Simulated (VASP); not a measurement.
A run of VASP 6.6.1 is set up as follows.

File INCAR:

```
SYSTEM = ScSn3Se
PREC = Accurate ; ENCUT = 520
EDIFF = 1E-6 ; ISMEAR = 0
SIGMA = 0.1 ; LREAL = .FALSE.
LASPH = .TRUE. ; NELM = 60
ALGO = Normal ; ISIF = 2
LWAVE = .FALSE. ; LCHARG = .TRUE.
GGA = PE ; LELF = .TRUE.
LVHAR = .TRUE. ; NBANDS = 38
```

KPOINTS

```
regular mesh
0
G
  4 4 4
  0 0 0
```

The input POSCAR:

```
ScSn3Se
1.0
    5.4399625400      0.0000000000      0.0000000000
    0.0000000000      5.4399625400      0.0000000000
    0.0000000000      0.0000000000      5.4399625400
Sc Sn Se
1 3 1
Direct
    0.0000000000      0.0000000000      0.0000000000
    0.5000000000      0.0000000000      0.0000000000
    0.0000000000      0.5000000000      0.0000000000
    0.0000000000      0.0000000000      0.5000000000
    0.5000000000      0.5000000000      0.5000000000
```

Potentials or basis: VASP PAW PBE potentials, release 64 (Sc_sv, Sn_d, Se).

Command:

```sh
$ cat potpaw_PBE.64/Sc_sv/POTCAR potpaw_PBE.64/Sn_d/POTCAR potpaw_PBE.64/Se/POTCAR > POTCAR
$ mpirun -np 1 vasp_std > vasp.out
```

What does it give for the pressure?

2.3 GPa.
